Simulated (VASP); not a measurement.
Input of a VASP 6.6.1 run:

File INCAR:

```
ALGO = Fast
EDIFF = 1E-7
ENCUT = 520
GGA = PE
ISIF = 2
ISMEAR = 0
LASPH = True
LCHARG = False
LREAL = False
LWAVE = False
NBANDS = 66
NELM = 80
PREC = Accurate
SIGMA = 0.1
```

Contents of KPOINTS:

```
k-points
0
Gamma
  8 8 8
```

The input POSCAR:

```
W
1.0
    5.0786333585      0.0000000000      0.0000000000
    0.0000000000      5.0786333585      0.0000000000
    0.0000000000      0.0000000000      5.0786333585
W
8
Direct
    0.2500000000      0.0000000000      0.5000000000
    0.7500000000      0.0000000000      0.5000000000
    0.0000000000      0.5000000000      0.2500000000
    0.0000000000      0.5000000000      0.7500000000
    0.5000000000      0.7500000000      0.0000000000
    0.5000000000      0.2500000000      0.0000000000
    0.0000000000      0.0000000000      0.0000000000
    0.5000000000      0.5000000000      0.5000000000
```

Potentials or basis: VASP PAW PBE potentials, release 64 (W_sv).

The run is started by

```sh
$ cat potpaw_PBE.64/W_sv/POTCAR > POTCAR
$ mpirun -np 1 vasp_std > vasp.out
```

Problem. What does it give for the band gap on the k mesh?

Solution. Zero (band 56 reaches 11.12 eV, above the bottom of band 57 at 10.31 eV).

Problem. What does it give for the pressure?

Solution. 0.6 GPa.

Caveat: spin-orbit coupling is left out, which moves the levels of the heavy elements.
